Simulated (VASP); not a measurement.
# Ta (Im-3m) in VASP: notebook

Ta is run at these levels: LDA; tasks: single point.

Everything below comes from runs of VASP 6.6.1. Logs are shortened: lines on timing, memory, paths and dates and some standing lists are left out, and cuts for length are marked.

**1. The cell of the first run**

Symmetry: Im-3m, No. 229, cubic system. Conventional cell: a = 3.253 Å, b = 3.253 Å, c = 3.253 Å, α = 90.00°, β = 90.00°, γ = 90.00°. Ta (site symmetry m-3m) has 14 Ta at 2.82 to 3.25 Å within 3.7 Å.

**2. Single point, LDA**

INCAR reads:

```
PREC     = Accurate       # precision mode
ENCUT    = 520            # plane-wave cutoff, eV
EDIFF    = 1E-6           # SCF threshold, eV
ISMEAR   = -1             # smearing method
SIGMA    = 0.05           # smearing width, eV
LREAL    = F              # projectors in reciprocal space
LASPH    = T              # aspherical terms in the spheres
NELM     = 80             # most SCF steps
ALGO     = Normal         # electronic algorithm
ISIF     = 2              # what is computed and relaxed
LWAVE    = F              # write WAVECAR
LCHARG   = T              # write CHGCAR
LELF     = T              # ELF
LVHAR    = T            
NBANDS   = 24             # bands
```

KPOINTS reads:

```
regular mesh
0
Gamma
  10 10 14
```

POSCAR reads:

```
Ta
1.0
    0.0000000000      3.2528507656     -3.2528507656
   -3.2528507656      0.0000000000      3.2528507656
    1.6264253828      1.6264253828      1.6264253828
Ta
3
Direct
    0.0000000000      0.0000000000      0.0000000000
    0.3333333330      0.6666666670      0.3333333330
    0.6666666670      0.3333333330      0.6666666670
```

Potentials or basis: VASP PAW LDA potentials, release 64 (Ta_pv).

Started as:

```console
> cat potpaw_LDA.64/Ta_pv/POTCAR > POTCAR
> mpirun -np 1 vasp_std > vasp.out
```

OUTCAR:

```text
PREC = Accurate
   ENCUT = 520
   EDIFF = 1E-6
   ISMEAR = -1
   LREAL = F
   LASPH = T
   NELM = 80
   ISIF = 2

 ion  position               nearest neighbor table
   1  0.000  0.000  0.000-   2 2.82   3 2.82   3 2.82   2 2.82   3 2.82   2 2.82   3 3.25   2 3.25
                             3 3.25   3 3.25   2 3.25   2 3.25
   2  0.333  0.667  0.333-   1 2.82   3 2.82   3 2.82   1 2.82   1 2.82   3 2.82   3 3.25   3 3.25
                             1 3.25   1 3.25   1 3.25   3 3.25
   3  0.667  0.333  0.667-   1 2.82   2 2.82   2 2.82   1 2.82   1 2.82   2 2.82   2 3.25   2 3.25
                             1 3.25   1 3.25   1 3.25   2 3.25

  LATTYP: Found a hexagonal cell.
 ALAT       =     4.6002256691
 C/A-ratio  =     0.6123724357

  Lattice vectors:

 A1 = (   0.0000000000,   3.2528507656,  -3.2528507656)
 A2 = (  -3.2528507656,   0.0000000000,   3.2528507656)
 A3 = (   1.6264253828,   1.6264253828,   1.6264253828)

Analysis of symmetry for initial positions (statically):
=====================================================================
 Subroutine PRICEL returns following result:

  LATTYP: Found a body centered cubic cell.
 ALAT       =     3.2528507634

  Lattice vectors:

 A1 = (  -1.6264253861,   1.6264253795,  -1.6264253795)
 A2 = (  -1.6264253812,  -1.6264253812,   1.6264253812)
 A3 = (   1.6264253828,   1.6264253828,   1.6264253828)

   3 primitive cells build up your supercell.

 Routine SETGRP: Setting up the symmetry group for a
 hexagonal supercell.

 Subroutine GETGRP returns: Found 12 space group operations
 (whereof 12 operations were pure point group operations)
 out of a pool of 24 trial point group operations.

The static configuration has the point symmetry D_3d.

Analysis of symmetry for dynamics (positions and initial velocities):
=====================================================================
 Subroutine PRICEL returns following result:

  LATTYP: Found a body centered cubic cell.
 ALAT       =     3.2528507634

  Lattice vectors:

 A1 = (  -1.6264253861,   1.6264253795,  -1.6264253795)
 A2 = (  -1.6264253812,  -1.6264253812,   1.6264253812)
 A3 = (   1.6264253828,   1.6264253828,   1.6264253828)

   3 primitive cells build up your supercell.

 Routine SETGRP: Setting up the symmetry group for a
 hexagonal supercell.

 Subroutine GETGRP returns: Found 12 space group operations
 (whereof 12 operations were pure point group operations)
 out of a pool of 24 trial point group operations.

The dynamic configuration has the point symmetry D_3d.

 Subroutine INISYM returns: Found 12 space group operations
 (whereof 12 operations are pure point group operations),
 and found     3 'primitive' translations

----------------------------------------------------------------------------------------

                                     Primitive cell

  volume of cell :      17.2093

  direct lattice vectors                    reciprocal lattice vectors
    -1.626425386  1.626425380 -1.626425380    -0.307422649  0.307422649  0.000000000
    -1.626425381 -1.626425381  1.626425381    -0.307422649 -0.000000001  0.307422650
     1.626425383  1.626425383  1.626425383     0.000000000  0.307422649  0.307422649

  length of vectors
     2.817051396  2.817051395  2.817051398     0.434761280  0.434761280  0.434761280

  position of ions in fractional coordinates (direct lattice)
     0.000000000  0.000000000  0.000000000

  ion indices of the primitive-cell ions
   primitive index   ion index
                 1           1

----------------------------------------------------------------------------------------

 KPOINTS: regular mesh

Automatic generation of k-mesh.
 Grid dimensions read from file:
 generate k-points for:   10   10   14

 Generating k-lattice:

  Cartesian coordinates                     Fractional coordinates (reciprocal lattice)
    -0.010247422  0.020494843 -0.010247422     0.100000000  0.000000000  0.000000000
    -0.020494843  0.010247422  0.010247422     0.000000000  0.100000000  0.000000000
     0.014639174  0.014639174  0.014639174     0.000000000  0.000000000  0.071428571

  Length of vectors
     0.025100954  0.025100954  0.025355793

  Shift w.r.t. Gamma in fractional coordinates (k-lattice)
     0.000000000  0.000000000  0.000000000

 Subroutine IBZKPT returns following result:
 ===========================================

 Found    160 irreducible k-points:

 Following reciprocal coordinates:
            Coordinates               Weight
  0.000000  0.000000  0.000000      1.000000
  0.100000  0.000000  0.000000      6.000000
  0.200000  0.000000  0.000000      6.000000
  0.300000  0.000000  0.000000      6.000000
  0.400000  0.000000  0.000000      6.000000
  0.500000  0.000000  0.000000      3.000000
[... 16 lines left out ...]
  0.000000  0.400000  0.071429      6.000000
  0.500000  0.000000  0.071429      6.000000
 [... further k-points ...]
   k-points           NKPTS =    160   k-points in BZ     NKDIM =    160   number of bands    NBANDS=     24
   number of dos      NEDOS =    301   number of ions     NIONS =      3
   total plane-waves  NPLWV =  31104
   dimension x,y,z NGX =    36 NGY =   36 NGZ =   24
   dimension x,y,z NGXF=    72 NGYF=   72 NGZF=   48
   ions per type =               3
   NGX,Y,Z   is equivalent  to a cutoff of  13.01, 13.01, 14.16 a.u.
   NGXF,Y,Z  is equivalent  to a cutoff of  26.02, 26.02, 28.33 a.u.
 SYSTEM =  unknown system
   PREC   = accura    normal or accurate (medium, high low for compatibility)
   ISTART =      0    job   : 0-new  1-cont  2-samecut
   ICHARG =      2    charge: 1-file 2-atom 10-const
   ISPIN  =      1    spin polarized calculation?
   LNONCOLLINEAR =      F non collinear calculations
   LSORBIT =      F    spin-orbit coupling
   LASPH  =      T    aspherical Exc in radial PAW
   ENCUT  =  520.0 eV  38.22 Ry    6.18 a.u.   8.55  8.55  5.24*2*pi/ulx,y,z
   NELM   =     80;   NELMIN=  2; NELMDL= -5     # of ELM steps
   EDIFF  = 0.1E-05   stopping-criterion for ELM
   LREAL  =      F    real-space projection
   EDIFFG = 0.1E-04   stopping-criterion for IOM
   NSW    =      0    number of steps for IOM
   IBRION =     -1    ionic relax: 0-MD 1-quasi-New 2-CG
   NFREE  =      0    steps in history (QN), initial steepest desc. (CG)
   ISIF   =      2    stress and relaxation
   ISYM   =      2    0-nonsym 1-usesym 2-fastsym
   POTIM  = 0.5000    time-step for ionic-motion
   TEBEG  =    0.0;   TEEND  =   0.0 temperature during run
   PSTRESS=    0.0 pullay stress
   NELECT =      33.0000    total number of electrons
   NUPDOWN=      -1.0000    fix difference up-down
   EMIN   =  10.00;   EMAX   =-10.00  energy-range for DOS
   EFERMI =   0.00;   METHOD = LEGACY
   ISMEAR =    -1;   SIGMA  =   0.05  broadening in eV -4-tet -1-fermi 0-gaus
   EFERMI_NEDOS =   21; number of points for ismear=-14 and -15
   IALGO  =     38    algorithm
   IMIX   =      4    mixing-type and parameters
     AMIX     =   0.40;   BMIX     =  1.00
     AMIX_MAG =   1.60;   BMIX_MAG =  1.00
  volume/ion in A,a.u.               =      17.21       116.13
  Fermi-wavevector in a.u.,A,eV,Ry     =   1.410214  2.664917 27.057941  1.988703
  Thomas-Fermi vector in A             =   2.532190
   LORBIT       =      0    0 simple, 1 ext, 2 COOP (PROOUT), +10 PAW based schemes
   GGA     = CA    functional components
   LHFCALC =     F    Hartree Fock is set to
   AEXX    =    0.0000 exact exchange contribution
   IVDW    =     0    specifies the selected vdW correction
   LEPSILON=     F    determine dielectric tensor
   LRPA    =     F    only Hartree local field effects (RPA)
 non-spin polarized calculation
  energy-cutoff  :      520.00
  volume of cell :       51.63
 maximum number of plane-waves:      1426
 NGX is ok and might be reduce to    36
   NGX = 17   NGY = 17   NGZ = 11

 number of electron      33.0000009 magnetization

 Free energy of the ion-electron system (eV)
  ---------------------------------------------------
  ext. energy  EPLUGINS =         0.00000000
  ---------------------------------------------------
  free energy    TOTEN  =       -38.50238833 eV

  energy without entropy =      -38.47298718  energy(sigma->0) =      -38.48768775

 E-fermi :   5.7867     XC(G=0): -13.0290

 val. band max:        5.7863853663   @ k =   0.1000   0.0000   0.2143
 cond. band min:       5.7902929404   @ k =   0.2000   0.2000   0.3571
 fundamental gap:      0.0039075741
 Fermi energy:         5.7866858594

 k-point     1 :       0.0000    0.0000    0.0000
  band No.  band energies     occupation
      1     -27.9028      2.00000
      2     -27.9028      2.00000
      3     -27.9028      2.00000
      4     -27.9028      2.00000
      5     -27.1153      2.00000
      6     -27.1153      2.00000
[... 16 lines left out ...]
     23      10.4858      0.00000
     24      10.4858      0.00000

 k-point     2 :       0.1000    0.0000    0.0000
  band No.  band energies     occupation
      1     -28.0405      2.00000
      2     -28.0229      2.00000
      3     -27.7534      2.00000
      4     -27.7438      2.00000
      5     -27.1097      2.00000
      6     -27.1079      2.00000
[... 16 lines left out ...]
     23      10.0701      0.00000
     24      10.7167      0.00000

 k-point     3 :       0.2000    0.0000    0.0000
  band No.  band energies     occupation
      1     -28.1579      2.00000
      2     -28.0779      2.00000
      3     -27.6011      2.00000
      4     -27.5840      2.00000
      5     -27.1289      2.00000
      6     -27.0952      2.00000
[... 16 lines left out ...]
     23       9.9272      0.00000
     24      10.7492      0.00000
[... 514 lines left out ...]
 k-point    23 :       0.0000    0.4000    0.0714
  band No.  band energies     occupation
      1     -28.2793      2.00000
      2     -27.9192      2.00000
      3     -27.6191      2.00000
      4     -27.4163      2.00000
      5     -27.3734      2.00000
      6     -27.0973      2.00000
[... 16 lines left out ...]
     23       9.8919      0.00000
     24      10.6807      0.00000

 k-point    24 :       0.5000    0.0000    0.0714
  band No.  band energies     occupation
      1     -28.3065      2.00000
      2     -27.8217      2.00000
      3     -27.7380      2.00000
      4     -27.4009      2.00000
      5     -27.2556      2.00000
      6     -27.1503      2.00000
[... 16 lines left out ...]
     23      10.2086      0.00000
     24      10.9783      0.00000

 [... further k-points ...]
[... 5 lines left out ...]
  --------------------------------------------------------------------------------------
  -------------------------------------------------------------------------------------
  Total        0.3196513      0.3196513      0.3196513      0.0119771      0.0119771      0.0119771
  in kB        9.9198121      9.9198121      9.9198121      0.3716877      0.3716877      0.3716877
  external PRESSURE =       9.9198121 kB  Pullay stress =       0.0000000 kB

 VOLUME and BASIS-vectors are now :
 -----------------------------------------------------------------------------
  energy-cutoff  :      520.00
  volume of cell :       51.63
      direct lattice vectors                 reciprocal lattice vectors
     0.000000000  3.252850766 -3.252850766    -0.102474216  0.204948433 -0.102474216
    -3.252850766  0.000000000  3.252850766    -0.204948433  0.102474216  0.102474216
     1.626425383  1.626425383  1.626425383     0.204948433  0.204948433  0.204948433

 POSITION                                       TOTAL-FORCE (eV/Angst)
 -----------------------------------------------------------------------------------
      0.00000      0.00000      0.00000         0.000000      0.000000      0.000000
     -1.62643      1.62643      1.62643         0.000000      0.000000      0.000000
      0.00000      3.25285     -0.00000        -0.000000     -0.000000     -0.000000
 -----------------------------------------------------------------------------------
    total drift:                               -0.000000     -0.000000      0.000000

  FREE ENERGIE OF THE ION-ELECTRON SYSTEM (eV)
  ---------------------------------------------------
  free  energy   TOTEN  =       -38.5023883253 eV

  energy  without entropy=      -38.4729871826  energy(sigma->0) =      -38.48768775
```

Run time: 4.4 min. Hardware: 1 thread of AMD EPYC 7R13, shared host; peak memory 0.24 GiB.

What came out:

```
Free energy            : -38.5024 eV
Pressure               : 1.0 GPa
Band gap on the k mesh : zero (an odd number of electrons rules out a gap without spin polarisation)
```

Levels at points of the mesh, in eV from the Fermi level:
```tsv
k point	band 13	band 14	band 15	band 16	band 17	band 18	band 19	band 20
(0.00, 0.00, 0.00)	-1.01	-1.01	-1.01	-1.01	0.66	0.66	0.66	4.09
(0.50, 0.00, 0.00)	-1.73	-0.84	-0.84	-0.63	-0.63	1.96	3.04	3.04
(0.00, 0.00, 0.50)	-2.65	-1.58	-1.58	-1.58	-1.58	4.71	4.71	4.71
(0.50, 0.00, 0.50)	-2.24	-2.24	-1.73	-0.26	-0.26	1.96	3.36	3.36
```

Caveat: spin-orbit coupling is left out, which moves the levels of the heavy elements.

**3. Single point, LDA**

INCAR reads:

```
SYSTEM = Ta
ALGO = Normal
EDIFF = 1E-6
ENCUT = 520
GGA = CA
ISIF = 2
ISMEAR = -1
LASPH = .True.
LCHARG = .False.
LREAL = .False.
LWAVE = .False.
NBANDS = 24
NELM = 100
PREC = Accurate
SIGMA = 0.05
```

KPOINTS reads:

```
k-points
0
Gamma
  10 10 14
  0 0 0
```

POSCAR is that of step 2.

Potentials or basis: VASP PAW LDA potentials, release 64 (Ta_pv).

Started as:

```console
> cat potpaw_LDA.64/Ta_pv/POTCAR > POTCAR
> mpirun -np 1 vasp_std > vasp.out
```

Wall time 4.2 min (1 thread of AMD EPYC 7R13, shared host); peak memory 0.24 GiB.

Results (log left out):

* Free energy: -38.5024 eV
* Pressure: 1.0 GPa
* Band gap on the k mesh: zero (an odd number of electrons rules out a gap without spin polarisation)

Levels at points of the mesh, in eV from the Fermi level:
| k point | band 14 | band 15 | band 16 | band 17 | band 18 | band 19 |
| --- | --- | --- | --- | --- | --- | --- |
| (0.00, 0.00, 0.00) | -1.01 | -1.01 | -1.01 | 0.66 | 0.66 | 0.66 |
| (0.50, 0.00, 0.00) | -0.84 | -0.84 | -0.63 | -0.63 | 1.96 | 3.04 |
| (0.00, 0.00, 0.50) | -1.58 | -1.58 | -1.58 | -1.58 | 4.71 | 4.71 |
| (0.50, 0.00, 0.50) | -2.24 | -1.73 | -0.26 | -0.26 | 1.96 | 3.36 |

Caveat: spin-orbit coupling is left out, which moves the levels of the heavy elements.
